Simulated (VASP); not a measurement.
Wanted: the native input for a VASP 6.6.1 run.

```yaml
Task: single point
Functional: r2SCAN
Potentials_or_basis: VASP PAW PBE potentials, release 64 (Mo_sv, S)
Cutoff: 520 eV
k_mesh: 6 × 6 × 3
Occupations: methfessel-paxton, width 0.2 eV
Spin: no spin polarisation
Dipole_correction: no
Further_INCAR_settings: ALGO = Normal; EDIFF = 1e-06; NBANDS = 20
```

The system is MoS2.

```xyz
3
Lattice="3.2275 0.0000 0.0000 -1.6137 2.7951 0.0000 0.0000 0.0000 6.3125" Properties=species:S:1:pos:R:3 pbc="T T T"
Mo    0.0000    0.0000    3.1562
S     0.0000    1.8634    1.6117
S     1.6137    0.9317    4.7008
```

These files were run (other wordings do the same):

POSCAR

```
MoS2
1.0
    3.2274650000      0.0000000000      0.0000000000
   -1.6137325000      2.7950666798      0.0000000000
    0.0000000000      0.0000000000      6.3124730000
Mo S
1 2
Direct
    0.0000000000      0.0000000000      0.5000000000
    0.3333330000      0.6666670000      0.2553190000
    0.6666670000      0.3333330000      0.7446810000
```

INCAR.step1

```
SYSTEM = MoS2
ALGO = Normal
EDIFF = 1E-4
ENCUT = 520
GGA = PE
ISMEAR = 1
LASPH = .TRUE.
LCHARG = .FALSE.
LREAL = .FALSE.
LWAVE = .TRUE.
NBANDS = 20
NELM = 80
PREC = Accurate
SIGMA = 0.2
```

INCAR.step2

```
SYSTEM = MoS2
ALGO = Normal
EDIFF = 1E-6
ENCUT = 520
ISIF = 2
ISMEAR = 1
ISTART = 1
LASPH = .TRUE.
LCHARG = .TRUE.
LELF = .TRUE.
LMIXTAU = .TRUE.
LREAL = .FALSE.
LVHAR = .TRUE.
LWAVE = .FALSE.
METAGGA = R2SCAN
NBANDS = 20
NELM = 80
PREC = Accurate
SIGMA = 0.2
```

KPOINTS

```
k-points
0
G
  6 6 3
  0 0 0
```

Potentials or basis: VASP PAW PBE potentials, release 64 (Mo_sv, S).

The run is started by

```console
$ cat potpaw_PBE.64/Mo_sv/POTCAR potpaw_PBE.64/S/POTCAR > POTCAR
$ cp INCAR.step1 INCAR
$ mpirun -np 1 vasp_std > vasp.out
$ cp INCAR.step2 INCAR
$ mpirun -np 1 vasp_std > vasp.out
```

It gave:

| Quantity | Value |
| --- | --- |
| Pressure | 0.0 GPa |
| Largest force | 0.047 eV/Å |
| Band gap on the k mesh | zero (band 13 reaches 7.53 eV, above the bottom of band 14 at 6.37 eV) |

Caveat: the k points lie up to 0.37 Å⁻¹ apart; the PAW data sets were made with another functional, which shifts forces and pressure a little.

It took 100 s on 1 thread of Intel Xeon 8259CL (shared host), peak memory 0.18 GiB.
